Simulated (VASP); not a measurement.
Set up this calculation in VASP 6.6.1, as the native input.

```yaml
Task: single point
Functional: RPBE
Potentials_or_basis: VASP PAW PBE potentials, release 64 (Cl, Na_pv)
Cutoff: 520 eV
k_mesh: 5 × 5 × 5
Occupations: fermi-dirac, width 0.05 eV
Spin: no spin polarisation
Dipole_correction: no
k_mesh_for_the_DOS: 8 × 8 × 8
Occupations_for_the_DOS: tetrahedron
Further_INCAR_settings: ALGO = Normal; EDIFF = 1e-07
```

NaCl:

```
CELL_PARAMETERS angstrom
0.00000 2.79406 2.79406
2.79406 0.00000 2.79406
2.79406 2.79406 0.00000
ATOMIC_POSITIONS crystal
Cl 0.50000 0.50000 0.50000
Na 0.00000 0.00000 0.00000
```

The input as run:

POSCAR

```
NaCl
1.0
    0.0000000000      2.7940632177      2.7940632177
    2.7940632177      0.0000000000      2.7940632177
    2.7940632177      2.7940632177      0.0000000000
Cl Na
1 1
Direct
    0.5000000000      0.5000000000      0.5000000000
    0.0000000000      0.0000000000      0.0000000000
```

INCAR.step1

```
ALGO = Normal ; EDIFF = 1E-7
ENCUT = 520 ; GGA = RP
ISIF = 2 ; ISMEAR = -1
LASPH = T ; LCHARG = T
LREAL = F ; LWAVE = F
NBANDS = 14 ; NELM = 60
PREC = Accurate ; SIGMA = 0.05
```

KPOINTS.step1

```
k-points
0
Gamma
  5 5 5
```

INCAR.step2

```
ALGO = Normal ; EDIFF = 1E-7
ENCUT = 520 ; GGA = RP
ICHARG = 11 ; ISIF = 2
ISMEAR = -5 ; LASPH = T
LCHARG = F ; LORBIT = 10
LREAL = F ; LWAVE = F
NEDOS = 1001 ; NELM = 60
PREC = Accurate ; SIGMA = 0.05
```

KPOINTS.step2

```
k-points
0
Gamma
  8 8 8
```

Potentials or basis: VASP PAW PBE potentials, release 64 (Cl, Na_pv).

Command:

```bash
$ cat potpaw_PBE.64/Cl/POTCAR potpaw_PBE.64/Na_pv/POTCAR > POTCAR
$ cp INCAR.step1 INCAR
$ cp KPOINTS.step1 KPOINTS
$ mpirun -np 1 vasp_std > vasp.out
$ cp INCAR.step2 INCAR
$ cp KPOINTS.step2 KPOINTS
$ mpirun -np 1 vasp_std > vasp.out
```

It gave:

* Valence electrons inside the program's atomic spheres: Cl 5.22; Na 6.02

It took 29 s on 1 thread of Intel Xeon 8259CL, with other jobs on the host, peak memory 0.16 GiB.
